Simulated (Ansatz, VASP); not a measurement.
**Two plane-wave programs on Sn**

File INCAR:

```
PREC = Accurate
ENCUT = 520
EDIFF = 1E-7
ISMEAR = 0
SIGMA = 0.15
LREAL = False
LASPH = True
NELM = 80
ALGO = Fast
ISIF = 2
LWAVE = False
LCHARG = False
GGA = PS
NBANDS = 36
```

File KPOINTS:

```
Automatic mesh
0
Gamma
  16 16 4
```

The input POSCAR:

```
Sn
1.0
   -1.7265390000      1.7755470000     -2.3383420000
   -1.7265390000     -1.7755470000      2.3383420000
    0.0000000000     11.4497054844      5.2814233104
Sn
4
Direct
    0.0328915479     -0.0328915479      0.8039351566
    0.2546987926      0.7453012074      0.1148478795
    0.5140963777      0.4859036223      0.3445436385
    0.7734939628      0.2265060372      0.5742393976
```

Input for Ansatz:

```yaml
crystal:
  lattice:
    - [-1.726539, 1.775547, -2.338342]
    - [-1.726539, -1.775547, 2.338342]
    - [0.0, 11.4497054844, 5.2814233104]
  atoms:
    - { symbol: Sn, position: [0.0328915479, -0.0328915479, 0.8039351566] }
    - { symbol: Sn, position: [0.2546987926, 0.7453012074, 0.1148478795] }
    - { symbol: Sn, position: [0.5140963777, 0.4859036223, 0.3445436385] }
    - { symbol: Sn, position: [0.7734939628, 0.2265060372, 0.5742393976] }
basis:
  ecutwfc: 420
kpoints:
  mp_grid: { grid: [16, 16, 4] }
hamiltonian:
  xc: pbesol
scf:
  occupations: { method: gaussian, width: 0.15 }
output:
  forces: true
  stress: true
  eigenvalues: true
  write_density: true
  write_potential: true
  elf: true
  volumetric_format: npy
```

Alike in both runs: task single point; functional PBEsol; k mesh 16 × 16 × 4; occupations gaussian, width 0.15 eV; no spin polarisation.

|  | VASP | Ansatz |
| --- | --- | --- |
| version | VASP 6.6.1 | Ansatz 0.2.0 |
| potentials or method | VASP PAW PBE potentials, release 64 (Sn_d), cutoff 520 eV | scalar-relativistic, plane waves, PAW |
| valence electrons in the cell | 56 | 56 |

VASP gave:

- gap on the k mesh at the Fermi level (eV): none
- pressure (GPa): -4.6
- traceless stress, the component that is largest in VASP (GPa): 0.15
- rms of the force components (eV/Å): 0.069

Question: Estimate Ansatz's values.

Answer: gap on the k mesh at the Fermi level (eV): none; pressure (GPa): -4.5; traceless stress, the component that is largest in VASP (GPa): 0.15; rms of the force components (eV/Å): 0.069.

VASP's potentials were made for PBE, not for PBEsol. Atom by atom the forces differ by 0.000 eV/Å (rms over components). A gap of «none» marks a metal or a gap that the smearing closes.
